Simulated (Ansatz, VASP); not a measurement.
# Two plane-wave programs on MoS2

```
CELL_PARAMETERS angstrom
3.18405 0.00000 0.00000
-1.59203 2.75747 0.00000
0.00000 0.00000 21.69557
ATOMIC_POSITIONS crystal
Mo 0.66667 0.33333 0.14970
Mo 0.33333 0.66667 0.85030
S 0.33333 0.66667 0.22124
S 0.66667 0.33333 0.92188
S 0.33333 0.66667 0.07812
S 0.66667 0.33333 0.77876
```

Alike in both runs: functional r2SCAN; k mesh 12 × 12 × 2; occupations gaussian, width 0.02 eV; no spin polarisation.

Ansatz relaxed the structure, and its values are those at the end. VASP's run is a single point on that final structure, the one shown.

|  | VASP | Ansatz |
| --- | --- | --- |
| version | VASP 6.6.1 | Ansatz 0.2.0 |
| potentials or method | VASP PAW PBE potentials, release 64 (Mo_sv, S), cutoff 520 eV | scalar-relativistic, plane waves, PAW |
| valence electrons in the cell | 52 | 52 |

Ansatz gave:

| Property | Result |
| --- | --- |
| gap on the k mesh at the Fermi level (eV) | 1.36 |
| least direct gap on the mesh (eV) | 1.74 |

Question: Which values does VASP return?

Answer: gap on the k mesh at the Fermi level (eV): 1.37; least direct gap on the mesh (eV): 1.75.

VASP's potentials were made for PBE, not for r2SCAN.
